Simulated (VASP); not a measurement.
# V (Fd-3m) in VASP: a series of runs, part 2 of 2

VASP 6.6.1. Earlier steps stand in the parts before.

### Step 4. Single point, LDA (15.21 Å³/atom)

This run uses another cell than the first one, of 15.21 Å³/atom.

INCAR reads:

```
PREC     = Accurate       # precision mode
ENCUT    = 520            # plane-wave cutoff, eV
EDIFF    = 1E-7           # SCF threshold, eV
ISMEAR   = -1             # smearing method
SIGMA    = 0.05           # smearing width, eV
LREAL    = False          # projectors in reciprocal space
LASPH    = True           # aspherical terms in the spheres
NELM     = 100            # most SCF steps
ALGO     = Normal         # electronic algorithm
ISIF     = 2              # what is computed and relaxed
LWAVE    = False          # write WAVECAR
LCHARG   = True           # write CHGCAR
LELF     = True           # ELF
LVHAR    = True         
NBANDS   = 20             # bands
```

KPOINTS reads:

```
Automatic mesh
0
Gamma
  13 13 13
```

POSCAR reads:

```
V
1.0
    0.0000000000      2.4774322592      2.4774322592
    2.4774322592      0.0000000000      2.4774322592
    2.4774322592      2.4774322592      0.0000000000
V
2
Direct
   -0.1250000000     -0.1250000000     -0.1250000000
    0.1250000000      0.1250000000      0.1250000000
```

Potentials or basis: VASP PAW LDA potentials, release 64 (V_sv).

The run is started by

```console
cat potpaw_LDA.64/V_sv/POTCAR > POTCAR
mpirun -np 1 vasp_std > vasp.out
```

OUTCAR:

```text
PREC = Accurate
   ENCUT = 520
   EDIFF = 1E-7
   ISMEAR = -1
   LREAL = False
   LASPH = True
   NELM = 100
   ISIF = 2

 ion  position               nearest neighbor table
   1  0.875  0.875  0.875-   2 2.15   2 2.15   2 2.15   2 2.15
   2  0.125  0.125  0.125-   1 2.15   1 2.15   1 2.15   1 2.15

  LATTYP: Found a face centered cubic cell.
 ALAT       =     4.9548645184

  Lattice vectors:

 A1 = (   0.0000000000,   2.4774322592,   2.4774322592)
 A2 = (   2.4774322592,   0.0000000000,   2.4774322592)
 A3 = (   2.4774322592,   2.4774322592,   0.0000000000)

Analysis of symmetry for initial positions (statically):
=====================================================================
 Subroutine PRICEL returns:
 Original cell was already a primitive cell.

 Routine SETGRP: Setting up the symmetry group for a
 face centered cubic supercell.

 Subroutine GETGRP returns: Found 48 space group operations
 (whereof 12 operations were pure point group operations)
 out of a pool of 48 trial point group operations.

The static configuration has the point symmetry D_3d.
 The point group associated with its full space group is O_h .

Analysis of symmetry for dynamics (positions and initial velocities):
=====================================================================
 Subroutine PRICEL returns:
 Original cell was already a primitive cell.

 Routine SETGRP: Setting up the symmetry group for a
 face centered cubic supercell.

 Subroutine GETGRP returns: Found 48 space group operations
 (whereof 12 operations were pure point group operations)
 out of a pool of 48 trial point group operations.

The dynamic configuration has the point symmetry D_3d.
 The point group associated with its full space group is O_h .

 Subroutine INISYM returns: Found 48 space group operations
 (whereof 12 operations are pure point group operations),
 and found     1 'primitive' translations

[... 107 lines left out ...]
   EMIN   =  10.00;   EMAX   =-10.00  energy-range for DOS
   EFERMI =   0.00;   METHOD = LEGACY
   ISMEAR =    -1;   SIGMA  =   0.05  broadening in eV -4-tet -1-fermi 0-gaus
   EFERMI_NEDOS =   21; number of points for ismear=-14 and -15
   IALGO  =     38    algorithm
   IMIX   =      4    mixing-type and parameters
     AMIX     =   0.40;   BMIX     =  1.00
     AMIX_MAG =   1.60;   BMIX_MAG =  1.00
  volume/ion in A,a.u.               =      15.21       102.61
  Fermi-wavevector in a.u.,A,eV,Ry     =   1.553773  2.936205 32.847317  2.414210
  Thomas-Fermi vector in A             =   2.657955
   LORBIT       =      0    0 simple, 1 ext, 2 COOP (PROOUT), +10 PAW based schemes
   GGA     = CA    functional components
   LHFCALC =     F    Hartree Fock is set to
   AEXX    =    0.0000 exact exchange contribution
   IVDW    =     0    specifies the selected vdW correction
   LEPSILON=     F    determine dielectric tensor
   LRPA    =     F    only Hartree local field effects (RPA)
 non-spin polarized calculation
  energy-cutoff  :      520.00
  volume of cell :       30.41
 maximum number of plane-waves:       869
 NGX is ok and might be reduce to    28
   NGX = 13   NGY = 13   NGZ = 13

 number of electron      26.0000001 magnetization

 Free energy of the ion-electron system (eV)
  ---------------------------------------------------
  ext. energy  EPLUGINS =         0.00000000
  ---------------------------------------------------
  free energy    TOTEN  =       -14.99604170 eV

  energy without entropy =      -14.96624718  energy(sigma->0) =      -14.98114444

 E-fermi :   8.1460     XC(G=0): -12.1755

 val. band max:        8.1418989535   @ k =  -0.2308   0.0769   0.0000
 cond. band min:       8.1609827677   @ k =   0.4615   0.3077   0.0000
 fundamental gap:      0.0190838142
 Fermi energy:         8.1459883009

 k-point     1 :       0.0000    0.0000    0.0000
  band No.  band energies     occupation
      1     -54.9921      2.00000
      2     -53.7733      2.00000
      3     -29.4933      2.00000
      4     -29.4933      2.00000
      5     -29.4933      2.00000
      6     -28.1008      2.00000
[... 541 lines left out ...]
     19      12.5822      0.00000
     20      14.1752      0.00000

 [... further k-points ...]

------------------------ aborting loop because EDIFF is reached ----------------------------------------

  FORCE on cell =-STRESS in cart. coord.  units (eV):
  Direction    XX          YY          ZZ          XY          YZ          ZX
  --------------------------------------------------------------------------------------
  -------------------------------------------------------------------------------------
  Total        1.8264068      1.8264068      1.8264068     -0.0000000      0.0000000      0.0000000
  in kB       96.2216386     96.2216386     96.2216386     -0.0000000      0.0000000      0.0000000
  external PRESSURE =      96.2216386 kB  Pullay stress =       0.0000000 kB

 VOLUME and BASIS-vectors are now :
 -----------------------------------------------------------------------------
  energy-cutoff  :      520.00
  volume of cell :       30.41
      direct lattice vectors                 reciprocal lattice vectors
     0.000000000  2.477432259  2.477432259    -0.201821865  0.201821865  0.201821865
     2.477432259  0.000000000  2.477432259     0.201821865 -0.201821865  0.201821865
     2.477432259  2.477432259  0.000000000     0.201821865  0.201821865 -0.201821865

 POSITION                                       TOTAL-FORCE (eV/Angst)
 -----------------------------------------------------------------------------------
      4.33551      4.33551      4.33551        -0.000000      0.000000     -0.000000
      0.61936      0.61936      0.61936         0.000000     -0.000000      0.000000
 -----------------------------------------------------------------------------------
    total drift:                                0.000000     -0.000000     -0.000000

  FREE ENERGIE OF THE ION-ELECTRON SYSTEM (eV)
  ---------------------------------------------------
  free  energy   TOTEN  =       -14.9960416954 eV

  energy  without entropy=      -14.9662471825  energy(sigma->0) =      -14.98114444
```

OSZICAR:

```text
N       E                     dE             d eps       ncg     rms          rms(c)
DAV:   1     0.339523585289E+03    0.33952E+03   -0.16557E+04  3360   0.151E+03
DAV:   2    -0.580720953867E+01   -0.34533E+03   -0.33925E+03  3444   0.490E+02
DAV:   3    -0.154102348858E+02   -0.96030E+01   -0.94142E+01  3820   0.996E+01
DAV:   4    -0.155142198412E+02   -0.10398E+00   -0.10370E+00  3568   0.104E+01
DAV:   5    -0.155154721336E+02   -0.12523E-02   -0.12523E-02  3696   0.118E+00    0.251E+01
DAV:   6    -0.150102934314E+02    0.50518E+00   -0.28316E+00  3800   0.155E+01    0.900E+00
DAV:   7    -0.149988271352E+02    0.11466E-01   -0.42999E-02  3464   0.228E+00    0.480E+00
DAV:   8    -0.149960478182E+02    0.27793E-02   -0.43521E-03  3704   0.572E-01    0.547E-02
DAV:   9    -0.149960429600E+02    0.48582E-05   -0.11348E-04  3548   0.125E-01    0.199E-02
DAV:  10    -0.149960417758E+02    0.11842E-05   -0.29165E-06  3716   0.199E-02    0.786E-03
DAV:  11    -0.149960416954E+02    0.80385E-07   -0.65921E-07  3004   0.789E-03
   1 F= -.14996042E+02 E0= -.14981144E+02  d E =-.297945E-01
```

Run time: 50 s. Hardware: 1 thread of Intel Xeon Platinum 8375C at 2.90GHz (Ice Lake), shared host; peak memory 0.16 GiB.

What came out:

* Free energy: -14.9960 eV
* Pressure: 9.6 GPa
* Band gap on the k mesh: zero (bands 13 and 14 overlap by 1.62 eV)

Caveat: the cell stands under pressure.
